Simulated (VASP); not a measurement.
# WSe2 (P6_3/mmc) in VASP: single point with LDA

Aim: the single point of WSe2 with LDA.

Everything below comes from runs of VASP 6.6.1. Logs are shortened: lines on timing, memory, paths and dates and some standing lists are left out, and cuts for length are marked.

## Step 1: The cell of the first run

It takes space group P6_3/mmc (No. 194, hexagonal). Conventional cell: a = 3.205 Å, b = 3.205 Å, c = 12.228 Å, α = 90.00°, β = 90.00°, γ = 120.00°. W (site symmetry -6m2) has 6 Se at 2.49 Å and 6 W at 3.21 Å within 3.3 Å. Se (site symmetry 3m) has 3 W at 2.49 Å and 6 Se at 3.21 Å within 3.3 Å.

## Step 2: Single point, LDA

INCAR reads:

```
SYSTEM = WSe2
PREC = Accurate
ENCUT = 520
EDIFF = 1E-6
ISMEAR = 0
SIGMA = 0.01
LREAL = .FALSE.
LASPH = .TRUE.
NELM = 80
ALGO = Normal
ISIF = 2
LWAVE = .FALSE.
LCHARG = .FALSE.
GGA = CA
NBANDS = 35
```

KPOINTS reads:

```
Automatic mesh
0
G
  8 8 2
  0 0 0
```

POSCAR reads:

```
WSe2
1.0
    3.2050260398      0.0000000000      0.0000000000
   -1.6025130199      2.7756339703      0.0000000000
    0.0000000000      0.0000000000     12.2278810426
W Se
2 4
Direct
    0.3333333333      0.6666666667      0.2500000000
    0.6666666667      0.3333333333      0.7500000000
    0.3333333333      0.6666666667      0.6131391983
    0.6666666667      0.3333333333      0.1131391983
    0.3333333333      0.6666666667      0.8868608017
    0.6666666667      0.3333333333      0.3868608017
```

Potentials or basis: VASP PAW LDA potentials, release 64 (W_sv, Se).

Run with:

```
$ cat potpaw_LDA.64/W_sv/POTCAR potpaw_LDA.64/Se/POTCAR > POTCAR
$ mpirun -np 1 vasp_std > vasp.out
```

OUTCAR:

```text
SYSTEM = WSe2
   PREC = Accurate
   ENCUT = 520
   EDIFF = 1E-6
   ISMEAR = 0
   LREAL = .FALSE.
   LASPH = .TRUE.
   NELM = 80
   ISIF = 2
   GGA = CA

 ion  position               nearest neighbor table
   1  0.333  0.667  0.250-   4 2.49   6 2.49   4 2.49   6 2.49   4 2.49   6 2.49
   2  0.667  0.333  0.750-   3 2.49   5 2.49   3 2.49   5 2.49   3 2.49   5 2.49
   3  0.333  0.667  0.613-   2 2.49   2 2.49   2 2.49
   4  0.667  0.333  0.113-   1 2.49   1 2.49   1 2.49
   5  0.333  0.667  0.887-   2 2.49   2 2.49   2 2.49
   6  0.667  0.333  0.387-   1 2.49   1 2.49   1 2.49

  LATTYP: Found a hexagonal cell.
 ALAT       =     3.2050260398
 C/A-ratio  =     3.8152204977

  Lattice vectors:

 A1 = (   3.2050260398,   0.0000000000,   0.0000000000)
 A2 = (  -1.6025130199,   2.7756339703,   0.0000000000)
 A3 = (   0.0000000000,   0.0000000000,  12.2278810426)

Analysis of symmetry for initial positions (statically):
=====================================================================
 Subroutine PRICEL returns:
 Original cell was already a primitive cell.

 Routine SETGRP: Setting up the symmetry group for a
 hexagonal supercell.

 Subroutine GETGRP returns: Found 24 space group operations
 (whereof 12 operations were pure point group operations)
 out of a pool of 24 trial point group operations.

The static configuration has the point symmetry D_3d.
 The point group associated with its full space group is D_6h.

Analysis of symmetry for dynamics (positions and initial velocities):
=====================================================================
 Subroutine PRICEL returns:
 Original cell was already a primitive cell.

 Routine SETGRP: Setting up the symmetry group for a
 hexagonal supercell.

 Subroutine GETGRP returns: Found 24 space group operations
 (whereof 12 operations were pure point group operations)
 out of a pool of 24 trial point group operations.

The dynamic configuration has the point symmetry D_3d.
 The point group associated with its full space group is D_6h.

 Subroutine INISYM returns: Found 24 space group operations
 (whereof 12 operations are pure point group operations),
 and found     1 'primitive' translations

----------------------------------------------------------------------------------------

                                     Primitive cell

  volume of cell :     108.7790

  direct lattice vectors                    reciprocal lattice vectors
     3.205026040  0.000000000  0.000000000     0.312009945  0.180139026  0.000000000
    -1.602513020  2.775633970  0.000000000     0.000000000  0.360278052  0.000000000
     0.000000000  0.000000000 12.227881043     0.000000000  0.000000000  0.081780318

  length of vectors
     3.205026040  3.205026040 12.227881043     0.360278052  0.360278052  0.081780318

  position of ions in fractional coordinates (direct lattice)
     0.333333333  0.666666667  0.250000000
     0.666666667  0.333333333  0.750000000
     0.333333333  0.666666667  0.613139198
     0.666666667  0.333333333  0.113139198
     0.333333333  0.666666667  0.886860802
     0.666666667  0.333333333  0.386860802

  ion indices of the primitive-cell ions
   primitive index   ion index
                 1           1
                 2           2
                 3           3
                 4           4
                 5           5
                 6           6

----------------------------------------------------------------------------------------

 KPOINTS: Automatic mesh

Automatic generation of k-mesh.
 Grid dimensions read from file:
 generate k-points for:    8    8    2

 Generating k-lattice:

  Cartesian coordinates                     Fractional coordinates (reciprocal lattice)
     0.039001243  0.022517378  0.000000000     0.125000000  0.000000000  0.000000000
     0.000000000  0.045034757  0.000000000     0.000000000  0.125000000  0.000000000
     0.000000000  0.000000000  0.040890159     0.000000000  0.000000000  0.500000000

  Length of vectors
     0.045034757  0.045034757  0.040890159

  Shift w.r.t. Gamma in fractional coordinates (k-lattice)
     0.000000000  0.000000000  0.000000000

 Subroutine IBZKPT returns following result:
 ===========================================

 Found     20 irreducible k-points:

 Following reciprocal coordinates:
            Coordinates               Weight
  0.000000  0.000000  0.000000      1.000000
  0.125000  0.000000  0.000000      6.000000
  0.250000  0.000000  0.000000      6.000000
  0.375000  0.000000  0.000000      6.000000
  0.500000  0.000000  0.000000      3.000000
  0.125000  0.125000  0.000000      6.000000
[... 12 lines left out ...]
  0.250000  0.250000  0.500000      6.000000
  0.375000  0.250000  0.500000      6.000000
   k-points           NKPTS =     20   k-points in BZ     NKDIM =     20   number of bands    NBANDS=     35
   number of dos      NEDOS =    301   number of ions     NIONS =      6
   total plane-waves  NPLWV =  55296
   dimension x,y,z NGX =    24 NGY =   24 NGZ =   96
   dimension x,y,z NGXF=    48 NGYF=   48 NGZF=  192
   ions per type =               2   4
   NGX,Y,Z   is equivalent  to a cutoff of  12.45, 12.45, 13.05 a.u.
   NGXF,Y,Z  is equivalent  to a cutoff of  24.90, 24.90, 26.10 a.u.
 SYSTEM =  WSe2
   PREC   = accura    normal or accurate (medium, high low for compatibility)
   ISTART =      0    job   : 0-new  1-cont  2-samecut
   ICHARG =      2    charge: 1-file 2-atom 10-const
   ISPIN  =      1    spin polarized calculation?
   LNONCOLLINEAR =      F non collinear calculations
   LSORBIT =      F    spin-orbit coupling
   LASPH  =      T    aspherical Exc in radial PAW
   ENCUT  =  520.0 eV  38.22 Ry    6.18 a.u.   5.96  5.96 22.74*2*pi/ulx,y,z
   NELM   =     80;   NELMIN=  2; NELMDL= -5     # of ELM steps
   EDIFF  = 0.1E-05   stopping-criterion for ELM
   LREAL  =      F    real-space projection
   EDIFFG = 0.1E-04   stopping-criterion for IOM
   NSW    =      0    number of steps for IOM
   IBRION =     -1    ionic relax: 0-MD 1-quasi-New 2-CG
   NFREE  =      0    steps in history (QN), initial steepest desc. (CG)
   ISIF   =      2    stress and relaxation
   ISYM   =      2    0-nonsym 1-usesym 2-fastsym
   POTIM  = 0.5000    time-step for ionic-motion
   TEBEG  =    0.0;   TEEND  =   0.0 temperature during run
   PSTRESS=    0.0 pullay stress
   NELECT =      52.0000    total number of electrons
   NUPDOWN=      -1.0000    fix difference up-down
   EMIN   =  10.00;   EMAX   =-10.00  energy-range for DOS
   EFERMI =   0.00;   METHOD = LEGACY
   ISMEAR =     0;   SIGMA  =   0.01  broadening in eV -4-tet -1-fermi 0-gaus
   EFERMI_NEDOS =   21; number of points for ismear=-14 and -15
   IALGO  =     38    algorithm
   IMIX   =      4    mixing-type and parameters
     AMIX     =   0.40;   BMIX     =  1.00
     AMIX_MAG =   1.60;   BMIX_MAG =  1.00
  volume/ion in A,a.u.               =      18.13       122.35
  Fermi-wavevector in a.u.,A,eV,Ry     =   1.280052  2.418948 22.293598  1.638533
  Thomas-Fermi vector in A             =   2.412502
   LORBIT       =      0    0 simple, 1 ext, 2 COOP (PROOUT), +10 PAW based schemes
   GGA     = CA    functional components
   LHFCALC =     F    Hartree Fock is set to
   AEXX    =    0.0000 exact exchange contribution
   IVDW    =     0    specifies the selected vdW correction
   LEPSILON=     F    determine dielectric tensor
   LRPA    =     F    only Hartree local field effects (RPA)
 non-spin polarized calculation
 Gauss-broadening in eV      SIGMA  =   0.01
  energy-cutoff  :      520.00
  volume of cell :      108.78
 maximum number of plane-waves:      2978
 NGX is ok and might be reduce to    24
   NGX = 11   NGY = 11   NGZ = 45

 number of electron      52.0000000 magnetization

 Free energy of the ion-electron system (eV)
  ---------------------------------------------------
  ext. energy  EPLUGINS =         0.00000000
  ---------------------------------------------------
  free energy    TOTEN  =       -48.36187286 eV

  energy without entropy =      -48.36187286  energy(sigma->0) =      -48.36187286

 E-fermi :   7.7984     XC(G=0): -11.6353

 val. band max:        7.7509546273   @ k =   0.0000   0.0000   0.0000
 cond. band min:       8.4842879654   @ k =   0.2500   0.1250   0.0000
 fundamental gap:      0.7333333381
 Fermi energy:         7.7984481962

 k-point     1 :       0.0000    0.0000    0.0000
  band No.  band energies     occupation
      1     -66.1778      2.00000
      2     -66.1778      2.00000
      3     -30.7640      2.00000
      4     -30.7639      2.00000
      5     -30.5456      2.00000
      6     -30.5456      2.00000
[... 27 lines left out ...]
     34      10.8394      0.00000
     35      12.6246      0.00000

 k-point     2 :       0.1250    0.0000    0.0000
  band No.  band energies     occupation
      1     -66.1755      2.00000
      2     -66.1755      2.00000
      3     -30.7547      2.00000
      4     -30.7546      2.00000
      5     -30.5932      2.00000
      6     -30.5932      2.00000
[... 27 lines left out ...]
     34      10.9821      0.00000
     35      13.8024      0.00000

 k-point     3 :       0.2500    0.0000    0.0000
  band No.  band energies     occupation
      1     -66.1699      2.00000
      2     -66.1699      2.00000
      3     -30.7321      2.00000
      4     -30.7321      2.00000
      5     -30.7065      2.00000
      6     -30.7065      2.00000
[... 27 lines left out ...]
     34      11.7763      0.00000
     35      14.1843      0.00000
[... 571 lines left out ...]
 k-point    19 :       0.2500    0.2500    0.5000
  band No.  band energies     occupation
      1     -66.1619      2.00000
      2     -66.1619      2.00000
      3     -30.8044      2.00000
      4     -30.8044      2.00000
      5     -30.7001      2.00000
      6     -30.7001      2.00000
[... 27 lines left out ...]
     34      12.1869      0.00000
     35      13.8292      0.00000

 k-point    20 :       0.3750    0.2500    0.5000
  band No.  band energies     occupation
      1     -66.1603      2.00000
      2     -66.1603      2.00000
      3     -30.8080      2.00000
      4     -30.8080      2.00000
      5     -30.7175      2.00000
      6     -30.7175      2.00000
[... 27 lines left out ...]
     34      12.1054      0.00000
     35      13.8544      0.00000

------------------------ aborting loop because EDIFF is reached ----------------------------------------

  FORCE on cell =-STRESS in cart. coord.  units (eV):
  Direction    XX          YY          ZZ          XY          YZ          ZX
  --------------------------------------------------------------------------------------
  -------------------------------------------------------------------------------------
  Total        3.9461816      3.9461816      4.1328279      0.0000000     -0.0000000      0.0000000
  in kB       58.1222865     58.1222865     60.8713515      0.0000000     -0.0000000      0.0000000
  external PRESSURE =      59.0386415 kB  Pullay stress =       0.0000000 kB

 VOLUME and BASIS-vectors are now :
 -----------------------------------------------------------------------------
  energy-cutoff  :      520.00
  volume of cell :      108.78
      direct lattice vectors                 reciprocal lattice vectors
     3.205026040  0.000000000  0.000000000     0.312009945  0.180139026  0.000000000
    -1.602513020  2.775633970  0.000000000     0.000000000  0.360278052  0.000000000
     0.000000000  0.000000000 12.227881043     0.000000000  0.000000000  0.081780318

 POSITION                                       TOTAL-FORCE (eV/Angst)
 -----------------------------------------------------------------------------------
     -0.00000      1.85042      3.05697        -0.000000      0.000000      0.000000
      1.60251      0.92521      9.17091         0.000000     -0.000000      0.000000
     -0.00000      1.85042      7.49739         0.000000     -0.000000     -0.106143
      1.60251      0.92521      1.38345        -0.000000      0.000000     -0.106143
     -0.00000      1.85042     10.84443         0.000000     -0.000000      0.106143
      1.60251      0.92521      4.73049         0.000000      0.000000      0.106143
 -----------------------------------------------------------------------------------
    total drift:                               -0.000000      0.000000     -0.000000

  FREE ENERGIE OF THE ION-ELECTRON SYSTEM (eV)
  ---------------------------------------------------
  free  energy   TOTEN  =       -48.3618728593 eV

  energy  without entropy=      -48.3618728593  energy(sigma->0) =      -48.36187286
```

Wall time 37 s (1 thread of Intel Xeon Platinum 8559C (Emerald Rapids), shared host); peak memory 0.22 GiB.

What came out:

* Free energy: -48.3619 eV
* Pressure: 5.9 GPa
* Largest force: 0.106 eV/Å
* Band gap on the k mesh: 0.73 eV, indirect (least direct gap 1.90 eV)

Forces on the atoms (eV/Å):
```
W    0.000  0.000  0.000
W    0.000  0.000  0.000
Se   0.000  0.000 -0.106
Se   0.000  0.000 -0.106
Se   0.000  0.000  0.106
Se   0.000  0.000  0.106
```

Stress tensor (GPa, compression positive):
```
5.81 0.00 0.00
0.00 5.81 0.00
0.00 0.00 6.09
```

Levels at points of the mesh, in eV from the valence-band top:
```csv
k point,band 22,band 23,band 24,band 25,band 26,band 27,band 28,band 29,band 30,band 31
"(0.00, 0.00, 0.00)",-1.62,-1.55,-1.55,-0.69,0.00,2.64,2.64,2.65,2.65,2.75
"(0.50, 0.00, 0.00)",-2.64,-1.77,-1.54,-1.52,-1.01,2.12,2.21,2.28,2.81,2.81
"(0.00, 0.00, 0.50)",-1.61,-1.61,-1.61,-0.17,-0.17,2.63,2.63,2.63,2.63,2.94
"(0.50, 0.00, 0.50)",-2.94,-1.60,-1.60,-1.27,-1.27,2.24,2.24,2.53,2.53,3.34
```

Caveat: spin-orbit coupling is left out, which moves the levels of the heavy elements. A k mesh can miss the band edges.
